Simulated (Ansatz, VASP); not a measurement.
Two plane-wave programs on CdTe

```
Cd Te
1.0
     0.00000    3.44223    3.05108
     3.05108    0.00000    3.05108
     3.05108    3.44223    0.00000
Cd Te
1 1
Direct
  0.00000 0.00000 0.00000
  0.75000 0.75000 0.75000
```

Alike in both runs: task single point; functional LDA; k mesh 8 × 8 × 8; occupations gaussian, width 0.05 eV; no spin polarisation.

```csv
,VASP,Ansatz
version,VASP 6.6.1,Ansatz 0.2.0
potentials or method,"VASP PAW LDA potentials, release 64 (Cd, Te), cutoff 520 eV","scalar-relativistic, plane waves, PAW"
valence electrons in the cell,18,36
```

Ansatz gave:

```
gap on the k mesh at the Fermi level (eV)                     : 0.47
least direct gap on the mesh (eV)                             : 0.47
pressure (GPa)                                                : 1.0
traceless stress, the component that is largest in VASP (GPa) : -1.81
```

Question: Estimate VASP's values.

Answer: gap on the k mesh at the Fermi level (eV): 0.51; least direct gap on the mesh (eV): 0.51; pressure (GPa): 1.3; traceless stress, the component that is largest in VASP (GPa): -1.79.

LDA's correlation is that of Perdew and Zunger in VASP and of Perdew and Wang (1992) in Ansatz. VASP's potentials hold 18 valence electrons a cell and Ansatz's 36, so a difference there can come from the potentials and not from the codes.

Neither program's run includes spin-orbit coupling.
